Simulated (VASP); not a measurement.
Set up this calculation in VASP 6.6.1, as the native input.

| Quantity | Value |
| --- | --- |
| Task | electric field gradients |
| Functional | PBE |
| Potentials or basis | VASP PAW PBE potentials, release 64 (Si, N) |
| Cutoff | 520 eV |
| k mesh | 6 × 6 × 6 |
| Occupations | fermi-dirac, width 0.02 eV |
| Spin | no spin polarisation |
| Dipole correction | no |
| Further INCAR settings | ALGO = Normal; EDIFF = 1e-08; NBANDS = 45 |

The structure of Si3N4 lies in POSCAR:

```
Si3N4
1.0
    0.0000000000      3.8382500000      3.8382500000
    3.8382500000      0.0000000000      3.8382500000
    3.8382500000      3.8382500000      0.0000000000
Si N
6 8
Direct
    0.1250000000      0.1250000000      0.1250000000
    0.6250000000      0.1250000000      0.1250000000
    0.1250000000      0.1250000000      0.6250000000
    0.1250000000      0.6250000000      0.1250000000
    0.5000000000      0.5000000000      0.5000000000
    0.7500000000      0.7500000000      0.7500000000
    0.8824000000      0.8824000000      0.8824000000
    0.8972000000      0.3676000000      0.3676000000
    0.8824000000      0.8824000000      0.3528000000
    0.3676000000      0.8972000000      0.3676000000
    0.3528000000      0.8824000000      0.8824000000
    0.3676000000      0.3676000000      0.3676000000
    0.8824000000      0.3528000000      0.8824000000
    0.3676000000      0.3676000000      0.8972000000
```

These files were run (other wordings do the same):

INCAR

```
SYSTEM = Si3N4
PREC = Accurate
ENCUT = 520
EDIFF = 1E-8
ISMEAR = -1
SIGMA = 0.02
LREAL = .FALSE.
LASPH = .TRUE.
NELM = 100
ALGO = Normal
ISIF = 2
LWAVE = .FALSE.
LCHARG = .FALSE.
GGA = PE
LEFG = .TRUE.
NBANDS = 45
```

KPOINTS

```
Automatic mesh
0
G
  6 6 6
  0 0 0
```

Potentials or basis: VASP PAW PBE potentials, release 64 (Si, N).

Command:

```bash
$ cat potpaw_PBE.64/Si/POTCAR potpaw_PBE.64/N/POTCAR > POTCAR
$ mpirun -np 1 vasp_std > vasp.out
```

It gave:

```
Pressure                                : 13.9 GPa
Largest force                           : 0.129 eV/Å
Band gap on the k mesh                  : 3.51 eV (least direct gap 3.54 eV)
Largest electric field gradient by atom : Si -1.1, +0.0 (each value once); N +26.6 V/Å²
```

Caveat: the cell stands under pressure; without QUAD_EFG the Cq values of the log hold for a quadrupole moment of 1 mb, not for the nuclei.

Run time: 2.6 min on 1 thread of Intel(R) Xeon(R) Platinum 8259CL CPU @ 2.50GHz (Skylake/Cascade Lake), with other jobs on the host, peak memory 0.25 GiB.
